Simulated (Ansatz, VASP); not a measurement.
**One calculation of P, two programs**

The input INCAR:

```
  PREC = Accurate
  ENCUT = 520
  EDIFF = 1E-7
  ISMEAR = 0
  SIGMA = 0.05
  LREAL = F
  LASPH = T
  NELM = 100
  ALGO = Normal
  ISIF = 2
  LWAVE = F
  LCHARG = F
  GGA = PE
  NBANDS = 18
```

Contents of KPOINTS:

```
regular mesh
0
Gamma
  8 1 6
```

Contents of POSCAR:

```
P
1.0
    3.5300072990      0.0000000000      0.0000000000
    0.0000000000     37.4713083142      0.0000000000
    0.0000000000      0.0000000000      4.6320847100
P
4
Direct
    0.0000000000      0.9702614300      0.5921507200
    0.0000000000      0.0297385700      0.4078492800
    0.5000000000      0.0297385700      0.0921507200
    0.5000000000      0.9702614300      0.9078492800
```

Input for Ansatz:

```yaml
crystal:
  lattice:
    - [3.530007299, 0.0, 0.0]
    - [0.0, 37.4713083142, 0.0]
    - [0.0, 0.0, 4.63208471]
  atoms:
    - { symbol: P, position: [0.0, 0.97026143, 0.59215072] }
    - { symbol: P, position: [0.0, 0.02973857, 0.40784928] }
    - { symbol: P, position: [0.5, 0.02973857, 0.09215072] }
    - { symbol: P, position: [0.5, 0.97026143, 0.90784928] }
basis:
  ecutwfc: 420
kpoints:
  mp_grid: { grid: [8, 1, 6] }
hamiltonian:
  xc: pbe
scf:
  occupations: { method: gaussian, width: 0.05 }
output:
  forces: true
  stress: true
  eigenvalues: true
```

Change from the starting cell: strain +0.0750 x Voigt [1, 1, 0, 0, 0, 0], atoms carried along.

Alike in both runs: task single point; functional PBE; k mesh 8 × 1 × 6; occupations gaussian, width 0.05 eV; no spin polarisation.

```csv
,VASP,Ansatz
version,VASP 6.6.1,Ansatz 0.2.0
potentials or method,"VASP PAW PBE potentials, release 64 (P), cutoff 520 eV","scalar-relativistic, plane waves, PAW"
valence electrons in the cell,20,20
```

```csv
,VASP,Ansatz,Ansatz less VASP
gap on the k mesh at the Fermi level (eV),0.68,0.66,-0.015
least direct gap on the mesh (eV),0.68,0.66,-0.015
rms of the force components (eV/Å),0.495,0.485,-0.0097
```

Atom by atom the forces differ by 0.021 eV/Å (rms over components). The functional is the same, so the differences come from potentials, cutoffs and numerics.
